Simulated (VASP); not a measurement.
Ir, 1 atom in the cell. It takes space group Fm-3m (No. 225, cubic). The conventional cell has a = 3.812 Å, b = 3.812 Å, c = 3.812 Å, α = 90.00°, β = 90.00°, γ = 90.00°. Within 3.6 Å of Ir (site symmetry m-3m) lie 12 Ir at 2.70 Å. 

- Program: VASP 6.6.1
- Task: single point
- Functional: LDA
- Potentials or basis: VASP PAW LDA potentials, release 64 (Ir)
- Cutoff: 520 eV
- k mesh: 4 × 4 × 4
- Occupations: fermi-dirac, width 0.1 eV
- Spin: no spin polarisation
- Dipole correction: no
- Further INCAR settings: ALGO = Normal; EDIFF = 1e-06; NBANDS = 10

Potentials or basis: VASP PAW LDA potentials, release 64 (Ir).

The run is started by

```console
$ cat potpaw_LDA.64/Ir/POTCAR > POTCAR
$ mpirun -np 1 vasp_std > vasp.out
```

Hardware: 1 thread of Intel Xeon 6975P-C (shared host).

Problem. Estimate the wall time of this run.

Solution. Run time: 2.5 s on 1 thread of Intel Xeon 6975P-C, with other jobs on the host, peak memory 0.12 GiB. Counts: scf iterations 11, k points 8.
